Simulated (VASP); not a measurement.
# CuO (P-1) in VASP: further runs, part 2 of 2

VASP 6.6.1. Earlier steps stand in the parts before.

## (3) Relaxation of cell and atoms, PBEsol

INCAR reads:

```
SYSTEM = CuO
PREC     = Accurate       ! precision mode
ENCUT    = 600            ! plane-wave cutoff, eV
EDIFF    = 1E-7           ! SCF threshold, eV
ISMEAR   = -1             ! smearing method
SIGMA    = 0.05           ! smearing width, eV
LREAL    = .FALSE.        ! projectors in reciprocal space
LASPH    = .TRUE.         ! aspherical terms in the spheres
NELM     = 100            ! most SCF steps
ALGO     = Normal         ! electronic algorithm
ISIF     = 3              ! what is computed and relaxed
LWAVE    = .FALSE.        ! write WAVECAR
LCHARG   = .FALSE.        ! write CHGCAR
GGA      = PS             ! functional
IBRION   = 2              ! ionic algorithm
NSW      = 80             ! ionic steps
EDIFFG   = -0.01          ! ionic threshold
```

KPOINTS reads:

```
regular mesh
0
G
  7 7 4
  0 0 0
```

POSCAR reads:

```
CuO
1.0
    2.8795009639      0.0000000000      0.0000000000
    0.0390727580      2.8792794796      0.0000000000
    0.0174953863      0.0172449008      5.1763391994
Cu O
2 2
Direct
    0.0000000000      0.5000000000      0.0000000000
    0.5000000000      0.0000000000      0.5000000000
    0.9984239700      0.0016717800      0.7498871000
    0.0015760300      0.9983282200      0.2501129000
```

Potentials or basis: VASP PAW PBE potentials, release 64 (Cu, O).

On the command line:

```bash
$ cat potpaw_PBE.64/Cu/POTCAR potpaw_PBE.64/O/POTCAR > POTCAR
$ mpirun -np 1 vasp_std > vasp.out
```

OUTCAR:

```text
SYSTEM = CuO
   PREC = Accurate
   ENCUT = 600
   EDIFF = 1E-7
   ISMEAR = -1
   LREAL = .FALSE.
   LASPH = .TRUE.
   NELM = 100
   ISIF = 3
   GGA = PS
   IBRION = 2
   NSW = 80
   EDIFFG = -0.01

 ion  position               nearest neighbor table
   1  0.000  0.500  0.000-   3 1.94   4 1.94   3 1.94   4 1.94
   2  0.500  0.000  0.500-   3 1.94   4 1.94   4 1.94   3 1.94
   3  0.998  0.002  0.750-   2 1.94   2 1.94   1 1.94   1 1.94
   4  0.002  0.998  0.250-   2 1.94   2 1.94   1 1.94   1 1.94

  LATTYP: Found a base centered monoclinic cell.
 ALAT       =    11.1169163425
 B/A-ratio  =     0.3638182808
 C/A-ratio  =     0.4656324948
 COS(beta)  =    -0.9295148209

  Lattice vectors:

[... 338 lines left out ...]
  ext. energy  EPLUGINS =         0.00000000
  ---------------------------------------------------
  free energy    TOTEN  =       -21.49895042 eV

  energy without entropy =      -21.48601766  energy(sigma->0) =      -21.49248404

 E-fermi :   5.1802     XC(G=0): -11.7869

 val. band max:        5.1537063834   @ k =   0.0000  -0.1429  -0.2500
 cond. band min:       5.1947461005   @ k =  -0.1429   0.2857   0.5000
 fundamental gap:      0.0410397171
 Fermi energy:         5.1802427854

 k-point     1 :       0.0000    0.0000    0.0000
  band No.  band energies     occupation
      1     -14.8729      2.00000
      2     -13.4547      2.00000
      3      -3.3473      2.00000
      4      -0.5278      2.00000
      5      -0.5016      2.00000
      6       1.2295      2.00000
[... 565 lines left out ...]
     20      11.6484      0.00000
     21      15.3046      0.00000

 [... further k-points ...]

------------------------ aborting loop because EDIFF is reached ----------------------------------------

  FORCE on cell =-STRESS in cart. coord.  units (eV):
  Direction    XX          YY          ZZ          XY          YZ          ZX
  --------------------------------------------------------------------------------------
  -------------------------------------------------------------------------------------
  Total       -0.0098411      0.0007698      0.0000273     -0.0199919     -0.0067901     -0.0053078
  in kB       -0.3683857      0.0288173      0.0010209     -0.7483626     -0.2541751     -0.1986874
  external PRESSURE =      -0.1128492 kB  Pullay stress =       0.0000000 kB
[... 19 lines left out ...]
  FREE ENERGIE OF THE ION-ELECTRON SYSTEM (eV)
  ---------------------------------------------------
  free  energy   TOTEN  =       -21.4989504185 eV

  energy  without entropy=      -21.4860176575  energy(sigma->0) =      -21.49248404

 reached required accuracy - stopping structural energy minimisation
```

CONTCAR:

```text
CuO
   1.00000000000000
     2.8963954674344534   -0.0018930978250198   -0.0003347931929558
     0.0374091350785967    2.8957059067950062   -0.0000854784342716
     0.0169859961458202    0.0171871022110896    5.1031360584547860
  Cu              O
     2     2
Direct
     0.0000000000000000    0.5000000000000000    1.0000000000000000
     0.5000000000000000    0.0000000000000000    0.5000000000000000
     0.9986449912268485    0.0013941474723014    0.7500401147052789
     0.0013550087731515    0.9986058525276987    0.2499598852947212

  0.00000000E+00  0.00000000E+00  0.00000000E+00
  0.00000000E+00  0.00000000E+00  0.00000000E+00
  0.00000000E+00  0.00000000E+00  0.00000000E+00
  0.00000000E+00  0.00000000E+00  0.00000000E+00
```

Run time: 8.8 min. Hardware: 1 thread of Intel Xeon 8259CL, shared host; peak memory 0.24 GiB.

What came out:

- Free energy: -21.4990 eV
- Relaxed volume: 10.70 Å³/atom
- Relaxed cell: a = 2.896 Å, b = 2.896 Å, c = 5.103 Å, α = 89.81°, β = 89.82°, γ = 89.30°
- Space group after relaxing (to 0.1 Å): P4_2/mmc (No. 131)
- Energy gained by relaxing: 1.6 meV/atom
- Ionic steps: 5
- Pressure after relaxing: 0.0 GPa
- Largest force after relaxing: 0.005 eV/Å
- Band gap on the k mesh: zero (bands 17 and 18 overlap by 1.16 eV)

Forces on the atoms (eV/Å):
```
Cu   0.000  0.000  0.000
Cu   0.000  0.000  0.000
O    0.002 -0.002 -0.004
O   -0.002  0.002  0.004
```

The path:
```csv
step,energy change (eV),largest force (eV/Å),pressure (GPa),volume (Å³)
1,0.0000,0.0130,-1.38,42.92
2,-0.0040,0.0055,1.45,42.34
3,-0.0045,0.0069,0.74,42.48
4,-0.0061,0.0043,0.34,42.65
5,-0.0066,0.0051,-0.01,42.80
```

Final structure:
```
Cu O
1.0
     2.89640   -0.00189   -0.00033
     0.03741    2.89571   -0.00009
     0.01699    0.01719    5.10314
Cu O
2 2
Direct
  0.00000 0.50000 0.00000
  0.50000 0.00000 0.50000
  0.99864 0.00139 0.75004
  0.00135 0.99861 0.24996
```

Caveat: the PAW data sets were made with another functional, which shifts forces and pressure a little; semilocal functionals often make such compounds metallic where correlation or magnetic order opens a gap, which also shifts bond lengths. With open d or f shells a metallic result of PBEsol can be an artefact of self-interaction; +U or a hybrid may open a gap.

## (4) Relaxation of cell and atoms, LDA

INCAR reads:

```
  PREC = Accurate
  ENCUT = 600
  EDIFF = 1E-6
  ISMEAR = -1
  SIGMA = 0.05
  LREAL = F
  LASPH = T
  NELM = 60
  ALGO = Normal
  ISIF = 3
  LWAVE = F
  LCHARG = F
  IBRION = 2
  NSW = 80
  EDIFFG = -0.01
```

KPOINTS reads:

```
Automatic mesh
0
Gamma
  7 7 4
```

POSCAR is that of step 3.

Potentials or basis: VASP PAW LDA potentials, release 64 (Cu, O).

On the command line:

```bash
$ cat potpaw_LDA.64/Cu/POTCAR potpaw_LDA.64/O/POTCAR > POTCAR
$ mpirun -np 1 vasp_std > vasp.out
```

Wall time 4.8 min (1 thread of Intel Xeon Platinum 8375C at 2.90GHz (Ice Lake), shared host); peak memory 0.22 GiB.

It converged, with:

| Property | Result |
| --- | --- |
| Free energy | -23.3504 eV |
| Relaxed volume | 10.30 Å³/atom |
| Relaxed cell | a = 2.855 Å, b = 2.855 Å, c = 5.054 Å, α = 89.81°, β = 89.82°, γ = 89.32° |
| Space group after relaxing (to 0.1 Å) | P4_2/mmc (No. 131) |
| Energy gained by relaxing | 12.6 meV/atom |
| Ionic steps | 8 |
| Pressure after relaxing | 0.1 GPa |
| Largest force after relaxing | 0.006 eV/Å |
| Band gap on the k mesh | zero (bands 17 and 18 overlap by 1.19 eV) |

Forces on the atoms (eV/Å):
```
Cu   0.000  0.000  0.000
Cu   0.000  0.000  0.000
O    0.002 -0.001 -0.006
O   -0.002  0.001  0.006
```

Stress tensor (GPa, compression positive):
```
 0.03 -0.08 -0.03
-0.08  0.11 -0.04
-0.03 -0.04  0.15
```

Step by step:
```
step  energy change (eV)  largest force (eV/Å)  pressure (GPa)  volume (Å³)
   1              0.0000                0.0149           -7.78        42.92
   2             -0.0152                0.0037            7.67        39.76
   3             -0.0498                0.0101            0.03        41.15
   4             -0.0498                0.0090            0.19        41.11
   5             -0.0501                0.0051            0.18        41.15
   6             -0.0502                0.0049            0.14        41.18
   7             -0.0501                0.0145            0.03        41.25
   8             -0.0502                0.0060            0.10        41.20
```

Final structure:
```xyz
4
Lattice="2.8554 -0.0024 -0.0004 0.0364 2.8547 -0.0001 0.0167 0.0169 5.0544" Properties=species:S:1:pos:R:3 pbc="T T T"
Cu    0.0182    1.4273    0.0000
Cu    1.4361    0.0073    2.5270
O     2.8642    0.0142    3.7907
O     0.0443    2.8550    1.2632
```

Levels at points of the mesh, in eV from the Fermi level:
```tsv
k point	band 15	band 16	band 17	band 18	band 19	band 20
(0.00, 0.00, 0.00)	-2.52	-2.11	0.69	0.72	1.63	6.14
(0.00, 0.00, 0.50)	-1.68	-1.68	0.06	0.06	3.67	3.67
```

Caveat: semilocal functionals often make such compounds metallic where correlation or magnetic order opens a gap, which also shifts bond lengths.

## (5) Single point, r2SCAN

POSCAR is that of step 4.

INCAR.step1 reads:

```
SYSTEM = CuO
PREC     = Accurate       ! precision mode
ENCUT    = 520            ! plane-wave cutoff, eV
ISMEAR   = -1             ! smearing method
SIGMA    = 0.05           ! smearing width, eV
LREAL    = .FALSE.        ! projectors in reciprocal space
LASPH    = .TRUE.         ! aspherical terms in the spheres
NELM     = 80             ! most SCF steps
NBANDS   = 25             ! bands
GGA      = PE             ! functional
ALGO     = Normal         ! electronic algorithm
EDIFF    = 1E-4           ! SCF threshold, eV
LWAVE    = .TRUE.         ! write WAVECAR
LCHARG   = .FALSE.        ! write CHGCAR
```

INCAR.step2 reads:

```
SYSTEM = CuO
PREC     = Accurate       ! precision mode
ENCUT    = 520            ! plane-wave cutoff, eV
EDIFF    = 1E-6           ! SCF threshold, eV
ISMEAR   = -1             ! smearing method
SIGMA    = 0.05           ! smearing width, eV
LREAL    = .FALSE.        ! projectors in reciprocal space
LASPH    = .TRUE.         ! aspherical terms in the spheres
NELM     = 80             ! most SCF steps
ALGO     = Normal         ! electronic algorithm
ISIF     = 2              ! what is computed and relaxed
LWAVE    = .FALSE.        ! write WAVECAR
LCHARG   = .FALSE.        ! write CHGCAR
METAGGA  = R2SCAN         ! meta-GGA
LMIXTAU  = .TRUE.       
NBANDS   = 25             ! bands
ISTART   = 1
```

KPOINTS reads:

```
Automatic mesh
0
G
  5 5 3
  0 0 0
```

Potentials or basis: VASP PAW PBE potentials, release 64 (Cu, O).

On the command line:

```bash
$ cat potpaw_PBE.64/Cu/POTCAR potpaw_PBE.64/O/POTCAR > POTCAR
$ cp INCAR.step1 INCAR
$ mpirun -np 1 vasp_std > vasp.out
$ cp INCAR.step2 INCAR
$ mpirun -np 1 vasp_std > vasp.out
```

Run time: 3.4 min. Hardware: 1 thread of Intel Xeon 8259CL, shared host; peak memory 0.19 GiB.

It converged, with:

```yaml
Free_energy: -36.4901 eV
Pressure: 0.0 GPa
Largest_force: 0.012 eV/Å
Band_gap_on_the_k_mesh: zero (bands 17 and 18 overlap by 0.78 eV)
```

Forces on the atoms (eV/Å):
```
Cu   0.000  0.000  0.000
Cu   0.000  0.000  0.000
O    0.003 -0.005  0.010
O   -0.003  0.005 -0.010
```

Stress tensor (GPa, compression positive):
```
 0.47 -0.06 -0.01
-0.06  0.42  0.01
-0.01  0.01 -0.97
```

Levels at points of the mesh, in eV from the Fermi level:
| k point | band 14 | band 15 | band 16 | band 17 | band 18 | band 19 | band 20 | band 21 |
| --- | --- | --- | --- | --- | --- | --- | --- | --- |
| (0.00, 0.00, 0.00) | -2.70 | -2.62 | -2.34 | 0.59 | 0.63 | 1.72 | 6.61 | 7.75 |

Caveat: the k points lie up to 0.44 Å⁻¹ apart, too coarse for converged energies and pressures of a metal; the PAW data sets were made with another functional, which shifts forces and pressure a little; semilocal functionals often make such compounds metallic where correlation or magnetic order opens a gap, which also shifts bond lengths.

## (6) The runs side by side

| task | level | potentials or basis | cell | k mesh | cutoff (eV) | gap on the mesh (eV) | pressure (GPa) | relaxed volume (Å³/atom) | largest force (eV/Å) |
| --- | --- | --- | --- | --- | --- | --- | --- | --- | --- |
| relaxation of cell and atoms | PBE | VASP PAW PBE potentials, release 64 (Cu, O) | relaxed | 7 × 7 × 4 | 600 | none | 0.0 | 11.24 | 0.01 |
| relaxation of cell and atoms | PBEsol | VASP PAW PBE potentials, release 64 (Cu, O) | relaxed | 7 × 7 × 4 | 600 | none | 0.0 | 10.70 | 0.01 |
| relaxation of cell and atoms | LDA | VASP PAW LDA potentials, release 64 (Cu, O) | relaxed | 7 × 7 × 4 | 600 | none | 0.1 | 10.30 | 0.01 |
| single point | r2SCAN | VASP PAW PBE potentials, release 64 (Cu, O) | as given | 5 × 5 × 3 | 520 | none | 0.0 | - | 0.01 |

Alike in all rows: no spin polarisation; smearing fermi-dirac 0.05 eV.

Caveats: some runs use coarse meshes; semilocal functionals often make such compounds metallic where correlation or magnetic order opens a gap, which also shifts bond lengths; the PAW data sets were made with another functional, which shifts forces and pressure a little (at least some runs).

Absolute energies hang on the potentials; compare differences alone.
